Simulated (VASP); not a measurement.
A run of VASP 6.6.1:

File POSCAR:

```
Te2Mo
1.0
    3.5370947175     -0.0472202145      0.0000000000
   -1.8094412640      3.0868239882      0.0000000000
    0.0000000000      0.0000000000      7.8269141206
Te Mo
2 1
Direct
    0.3321765040      0.6666430451      0.7705439688
    0.3321765040      0.6666430451      0.2294560312
    0.0023136586      0.0000472431      0.0000000000
```

The input INCAR.step1:

```
SYSTEM = Te2Mo
PREC = Accurate
ENCUT = 520
ISMEAR = 0
SIGMA = 0.01
LREAL = .False.
LASPH = .True.
NELM = 80
NBANDS = 20
GGA = PE
ALGO = Normal
EDIFF = 1E-4
LWAVE = .True.
LCHARG = .False.
```

The input INCAR.step2:

```
SYSTEM = Te2Mo
PREC = Accurate
ENCUT = 520
EDIFF = 1E-7
ISMEAR = 0
SIGMA = 0.01
LREAL = .False.
LASPH = .True.
NELM = 80
ALGO = Normal
ISIF = 2
LWAVE = .False.
LCHARG = .False.
METAGGA = R2SCAN
LMIXTAU = .True.
NBANDS = 20
ISTART = 1
```

File KPOINTS:

```
regular mesh
0
Gamma
  12 12 4
  0 0 0
```

Potentials or basis: VASP PAW PBE potentials, release 64 (Te, Mo_sv).

Run with:

```console
$ cat potpaw_PBE.64/Te/POTCAR potpaw_PBE.64/Mo_sv/POTCAR > POTCAR
$ cp INCAR.step1 INCAR
$ mpirun -np 1 vasp_std > vasp.out
$ cp INCAR.step2 INCAR
$ mpirun -np 1 vasp_std > vasp.out
```

Hardware: 1 thread of Oxide Virtual Turin-like Processor, on a shared host.

Task: How long does it take, and how much memory?

Result: Run time: 41 min on 1 thread of Oxide Virtual Turin-like Processor, with other jobs on the host, peak memory 0.45 GiB. Counts: k points 222.
